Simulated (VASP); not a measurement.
Here is a VASP 6.6.1 calculation.

File INCAR:

```
SYSTEM = C
PREC     = Accurate       ! precision mode
ENCUT    = 520            ! plane-wave cutoff, eV
EDIFF    = 1E-6           ! SCF threshold, eV
ISMEAR   = -1             ! smearing method
SIGMA    = 0.02           ! smearing width, eV
LREAL    = .FALSE.        ! projectors in reciprocal space
LASPH    = .TRUE.         ! aspherical terms in the spheres
NELM     = 80             ! most SCF steps
ALGO     = Normal         ! electronic algorithm
ISIF     = 2              ! what is computed and relaxed
LWAVE    = .FALSE.        ! write WAVECAR
LCHARG   = .FALSE.        ! write CHGCAR
GGA      = PS             ! functional
NBANDS   = 11             ! bands
```

Contents of KPOINTS:

```
Automatic mesh
0
G
  12 12 12
  0 0 0
```

POSCAR

```
C
1.0
    0.0000000000      1.7769045572      1.7769045572
    1.7769045572      0.0000000000      1.7769045572
    1.7769045572      1.7769045572      0.0000000000
C
2
Direct
    0.0000000000      0.0000000000      0.0000000000
    0.2500000000      0.2500000000      0.2500000000
```

Potentials or basis: VASP PAW PBE potentials, release 64 (C).

Command:

```bash
$ cat potpaw_PBE.64/C/POTCAR > POTCAR
$ mpirun -np 1 vasp_std > vasp.out
```

Task: Predict the band gap on the k mesh.

Result: 4.06 eV, indirect (least direct gap 5.57 eV).

Task: Estimate the pressure.

Result: 1.1 GPa.

Caveat: the PAW data sets were made with another functional, which shifts forces and pressure a little. A k mesh can miss the band edges.
